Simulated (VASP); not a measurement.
# In2GaP3 (P-3m1) in VASP: notebook, part 2 of 2

VASP 6.6.1. Earlier steps stand in the parts before.

**4. Relaxation of cell and atoms, PBE**

This run uses another cell than the first one, of 21.61 Å³/atom.

Contents of INCAR:

```
SYSTEM = In2GaP3
PREC = Accurate ; ENCUT = 600
EDIFF = 1E-6 ; ISMEAR = 0
SIGMA = 0.1 ; LREAL = .False.
LASPH = .True. ; NELM = 100
ALGO = Normal ; ISIF = 3
LWAVE = .False. ; LCHARG = .False.
GGA = PE ; IBRION = 2
NSW = 90 ; EDIFFG = -0.04
```

Contents of KPOINTS:

```
regular mesh
0
Gamma
  6 6 2
  0 0 0
```

Contents of POSCAR:

```
In2GaP3
1.0
    3.9391722500      0.0000000000      0.0000000000
   -1.9695861200      3.4114232400      0.0000000000
    0.0000000000      0.0000000000      9.6489620200
In Ga P
2 1 3
Direct
    0.6666666700      0.3333333300      0.8333333300
    0.3333333300      0.6666666700      0.1666666700
    0.0000000000      0.0000000000      0.5000000000
    0.3333333300      0.6666666700      0.6666666700
    0.6666666700      0.3333333300      0.3333333300
    0.0000000000      0.0000000000      0.0000000000
```

Potentials or basis: VASP PAW PBE potentials, release 64 (In_d, Ga_d, P).

Launch:

```
> cat potpaw_PBE.64/In_d/POTCAR potpaw_PBE.64/Ga_d/POTCAR potpaw_PBE.64/P/POTCAR > POTCAR
> mpirun -np 1 vasp_std > vasp.out
```

OUTCAR:

```text
SYSTEM = In2GaP3
   PREC = Accurate
   ENCUT = 600
   EDIFF = 1E-6
   ISMEAR = 0
   LREAL = .False.
   LASPH = .True.
   NELM = 100
   ISIF = 3
   GGA = PE
   IBRION = 2
   NSW = 90
   EDIFFG = -0.04

 ion  position               nearest neighbor table
   1  0.667  0.333  0.833-   4 2.79   4 2.79   6 2.79   4 2.79   6 2.79   6 2.79   2 3.94   2 3.94
                             2 3.94
   2  0.333  0.667  0.167-   5 2.79   5 2.79   6 2.79   5 2.79   6 2.79   6 2.79   1 3.94   1 3.94
                             1 3.94
   3  0.000  0.000  0.500-   4 2.79   5 2.79   4 2.79   5 2.79   5 2.79   4 2.79
   4  0.333  0.667  0.667-   1 2.79   1 2.79   3 2.79   1 2.79   3 2.79   3 2.79
   5  0.667  0.333  0.333-   2 2.79   2 2.79   3 2.79   2 2.79   3 2.79   3 2.79
   6  0.000  0.000  0.000-   1 2.79   2 2.79   2 2.79   1 2.79   1 2.79   2 2.79

  LATTYP: Found a hexagonal cell.
 ALAT       =     3.9391722500
 C/A-ratio  =     2.4494897424

  Lattice vectors:

[... 295 lines left out ...]
[... ionic steps 4 to 7 ...]

--------------------------------------- Ionic step        8  -------------------------------------------

 number of electron      54.0000004 magnetization

------------------------ aborting loop because EDIFF is reached ----------------------------------------
[... 75 lines left out ...]
--------------------------------------- Ionic step       10  -------------------------------------------

 number of electron      54.0000005 magnetization

 Free energy of the ion-electron system (eV)
  ---------------------------------------------------
  ext. energy  EPLUGINS =         0.00000000
  ---------------------------------------------------
  free energy    TOTEN  =       -24.14225715 eV

  energy without entropy =      -24.13802871  energy(sigma->0) =      -24.14014293

 E-fermi :   6.9230     XC(G=0): -10.5768

 val. band max:        6.8128588924   @ k =   0.0000   0.0000   0.0000
 cond. band min:       6.9740958732   @ k =   0.0000   0.0000   0.0000
 fundamental gap:      0.1612369808
 Fermi energy:         6.9229646018

 k-point     1 :       0.0000    0.0000    0.0000
  band No.  band energies     occupation
      1      -7.6695      2.00000
      2      -7.6695      2.00000
      3      -7.6422      2.00000
      4      -7.6139      2.00000
      5      -7.6139      2.00000
      6      -7.3903      2.00000
[... 512 lines left out ...]
  FREE ENERGIE OF THE ION-ELECTRON SYSTEM (eV)
  ---------------------------------------------------
  free  energy   TOTEN  =       -24.1422571481 eV

  energy  without entropy=      -24.1380287109  energy(sigma->0) =      -24.14014293

 reached required accuracy - stopping structural energy minimisation
```

It took 25 min on 1 thread of Intel Xeon 8259CL, shared host; peak memory 0.33 GiB.

Results:

- Free energy: -24.1423 eV
- Relaxed volume: 19.84 Å³/atom
- Relaxed cell: a = 3.806 Å, b = 3.806 Å, c = 9.488 Å, α = 90.00°, β = 90.00°, γ = 120.00°
- Space group after relaxing (to 0.1 Å): P-3m1 (No. 164)
- Energy gained by relaxing: 51.2 meV/atom
- Ionic steps: 10
- Pressure after relaxing: 0.0 GPa
- Largest force after relaxing: 0.023 eV/Å
- Band gap on the k mesh: zero (bands 27 and 28 overlap by 1.02 eV)

Forces in eV/Å, atoms in the order of the input:
```
In   0.000  0.000 -0.023
In   0.000  0.000  0.023
Ga   0.000  0.000  0.000
P    0.000  0.000 -0.009
P    0.000  0.000  0.009
P    0.000  0.000  0.000
```

Stress tensor (GPa, compression positive):
```
-0.05  0.00  0.00
 0.00 -0.05  0.00
 0.00  0.00  0.11
```

Step by step:
| step | energy change (eV) | largest force (eV/Å) | pressure (GPa) | volume (Å³) |
| --- | --- | --- | --- | --- |
| 1 | 0.0000 | 0.5653 | -4.70 | 129.66 |
| 2 | -0.1880 | 0.7307 | 1.32 | 118.12 |
| 3 | -0.1899 | 0.7174 | 0.71 | 119.06 |
| 4 | -0.2426 | 0.5324 | 0.61 | 118.76 |
| 5 | -0.3006 | 0.1282 | 0.70 | 118.06 |
| 6 | -0.3010 | 0.1243 | 0.77 | 117.99 |
| 7 | -0.3030 | 0.0618 | -0.84 | 120.40 |
| 8 | -0.3054 | 0.0878 | -0.17 | 119.35 |
| 9 | -0.3070 | 0.0491 | -0.08 | 119.17 |
| 10 | -0.3073 | 0.0231 | 0.00 | 119.06 |

Final structure:
```xyz
6
Lattice="3.8064 0.0000 0.0000 -1.9032 3.2964 0.0000 0.0000 0.0000 9.4885" Properties=species:S:1:pos:R:3 pbc="T T T"
In    1.9032    1.0988    7.8428
In    0.0000    2.1976    1.6457
Ga    0.0000    0.0000    4.7442
P     0.0000    2.1976    6.1619
P     1.9032    1.0988    3.3266
P     0.0000    0.0000    0.0000
```

Levels at points of the mesh, in eV from the Fermi level:
```tsv
k point	band 24	band 25	band 26	band 27	band 28	band 29	band 30	band 31
(0.00, 0.00, 0.00)	-0.11	-0.11	0.05	0.05	0.65	2.87	2.92	3.88
(0.50, 0.00, 0.00)	-2.48	-1.87	-1.68	-1.00	-0.73	1.23	1.55	3.66
(0.00, 0.00, 0.50)	-0.21	-0.21	0.15	0.15	2.19	2.73	2.73	3.35
(0.50, 0.00, 0.50)	-2.23	-1.82	-0.81	-0.37	0.09	0.10	2.51	3.19
```

Caveat: spin-orbit coupling is left out, which moves the levels of the heavy elements.

**5. Single point, PBE**

Contents of INCAR:

```
SYSTEM = In2GaP3
PREC     = Accurate       ! precision mode
ENCUT    = 520            ! plane-wave cutoff, eV
EDIFF    = 1E-6           ! SCF threshold, eV
ISMEAR   = 0              ! smearing method
SIGMA    = 0.1            ! smearing width, eV
LREAL    = .FALSE.        ! projectors in reciprocal space
LASPH    = .TRUE.         ! aspherical terms in the spheres
NELM     = 60             ! most SCF steps
ALGO     = Normal         ! electronic algorithm
ISIF     = 2              ! what is computed and relaxed
LWAVE    = .FALSE.        ! write WAVECAR
LCHARG   = .TRUE.         ! write CHGCAR
GGA      = PE             ! functional
LELF     = .TRUE.         ! ELF
LVHAR    = .TRUE.       
NBANDS   = 36             ! bands
```

Contents of KPOINTS:

```
regular mesh
0
G
  12 12 4
  0 0 0
```

Contents of POSCAR:

```
In2GaP3
1.0
    3.8340365957      0.0000000000      0.0000000000
   -1.9170182979      3.3203730909      0.0000000000
    0.0000000000      0.0000000000      9.3580852188
In Ga P
2 1 3
Direct
    0.6666666667      0.3333333333      0.8263316406
    0.3333333333      0.6666666667      0.1736683594
    0.0000000000      0.0000000000      0.5000000000
    0.3333333333      0.6666666667      0.6481884740
    0.6666666667      0.3333333333      0.3518115260
    0.0000000000      0.0000000000      0.0000000000
```

Launch:

```
> cat potpaw_PBE.64/In_d/POTCAR potpaw_PBE.64/Ga_d/POTCAR potpaw_PBE.64/P/POTCAR > POTCAR
> mpirun -np 1 vasp_std > vasp.out
```

Wall time 15 min (1 thread of Intel Xeon 8259CL, shared host); peak memory 0.42 GiB.

Results (log left out):

```yaml
Free_energy: -24.0628 eV
Pressure: 0.0 GPa
Largest_force: 0.006 eV/Å
Band_gap_on_the_k_mesh: zero (bands 27 and 28 overlap by 1.24 eV)
```

Forces on the atoms (eV/Å):
```
In   0.000  0.000  0.006
In   0.000  0.000 -0.006
Ga   0.000  0.000  0.000
P    0.000  0.000  0.006
P    0.000  0.000 -0.006
P    0.000  0.000  0.000
```

Levels at points of the mesh, in eV from the Fermi level:
| k point | band 23 | band 24 | band 25 | band 26 | band 27 | band 28 | band 29 | band 30 | band 31 | band 32 |
| --- | --- | --- | --- | --- | --- | --- | --- | --- | --- | --- |
| (0.00, 0.00, 0.00) | -0.14 | -0.14 | -0.13 | 0.05 | 0.05 | 0.70 | 2.78 | 2.82 | 3.81 | 3.81 |
| (0.50, 0.00, 0.00) | -2.52 | -2.37 | -1.75 | -1.54 | -0.99 | -0.69 | 1.26 | 1.60 | 3.71 | 4.49 |
| (0.00, 0.00, 0.50) | -0.23 | -0.23 | -0.23 | 0.14 | 0.14 | 2.16 | 2.61 | 2.77 | 3.26 | 3.26 |
| (0.50, 0.00, 0.50) | -3.65 | -2.28 | -1.81 | -0.77 | -0.30 | 0.18 | 0.22 | 2.64 | 3.34 | 3.34 |

Caveat: spin-orbit coupling is left out, which moves the levels of the heavy elements.

**6. Summary**

| task | cell | k mesh | cutoff (eV) | gap on the mesh (eV) | pressure (GPa) | largest force (eV/Å) |
| --- | --- | --- | --- | --- | --- | --- |
| single point | a = 3.807, b = 3.807, c = 9.491 Å, angles 90.0, 90.0, 120.0°, 6 atoms, atomic positions A | 6 × 6 × 2 | 520 | none | -0.1 | 0.02 |
| single point | a = 3.939, b = 3.939, c = 9.649 Å, angles 90.0, 90.0, 120.0°, 6 atoms, atomic positions B | 6 × 6 × 2 | 520 | none | -4.7 | 0.57 |
| relaxation of cell and atoms | relaxed from a = 3.939, b = 3.939, c = 9.649 Å, angles 90.0, 90.0, 120.0°, 6 atoms, atomic positions B | 6 × 6 × 2 | 600 | none | 0.0 | 0.02 |
| single point | a = 3.834, b = 3.834, c = 9.358 Å, angles 90.0, 90.0, 120.0°, 6 atoms, atomic positions C | 12 × 12 × 4 | 520 | none | 0.0 | 0.01 |

Alike in all rows: level PBE; potentials or basis VASP PAW PBE potentials, release 64 (In_d, Ga_d, P); no spin polarisation; smearing gaussian 0.1 eV.

Caveats: spin-orbit coupling is left out, which moves the levels of the heavy elements; the cell stands under tension (at least some runs).

Total energies depend on the potentials used, so only differences within one code and one set of settings carry meaning.

The gap in the log of VASP goes by the Fermi energy; the results here count the filled bands.